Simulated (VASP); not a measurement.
Write the native input for VASP 6.6.1 that does the following.

```
Task                   : single point
Functional             : PBEsol
Dispersion             : D3(BJ)
Potentials or basis    : VASP PAW PBE potentials, release 64 (C)
Cutoff                 : 520 eV
k mesh                 : 15 × 15 × 15
Occupations            : gaussian, width 0.05 eV
Spin                   : no spin polarisation
Dipole correction      : no
Further INCAR settings : ALGO = Normal; EDIFF = 1e-06; NBANDS = 11
```

The structure of C lies in POSCAR:

```
C
1.0
    1.2188450278      0.7037005049      3.2557198513
   -1.2188450278      0.7037005049      3.2557198513
    0.0000000000     -1.4074010098      3.2557198513
C
2
Direct
    0.1503108337      0.1828563987      0.1665836162
    0.8496891663      0.8171436013      0.8334163838
```

The input as run:

INCAR

```
PREC = Accurate
ENCUT = 520
EDIFF = 1E-6
ISMEAR = 0
SIGMA = 0.05
LREAL = F
LASPH = T
NELM = 100
ALGO = Normal
ISIF = 2
LWAVE = F
LCHARG = F
GGA = PS
IVDW = 12
NBANDS = 11
```

KPOINTS

```
regular mesh
0
Gamma
  15 15 15
```

Potentials or basis: VASP PAW PBE potentials, release 64 (C).

Launch:

```bash
$ cat potpaw_PBE.64/C/POTCAR > POTCAR
$ mpirun -np 1 vasp_std > vasp.out
```

It gave:

- Pressure: 11.9 GPa
- Largest force: 4.686 eV/Å
- Band gap on the k mesh: 0.14 eV, indirect (least direct gap 0.25 eV)
- Dispersion energy per atom: -0.113 eV

Caveat: the PAW data sets were made with another functional, which shifts forces and pressure a little.

Wall time 3 min on 1 thread of Intel(R) Xeon(R) 6975P-C (Granite Rapids), on a shared host, peak memory 0.37 GiB.
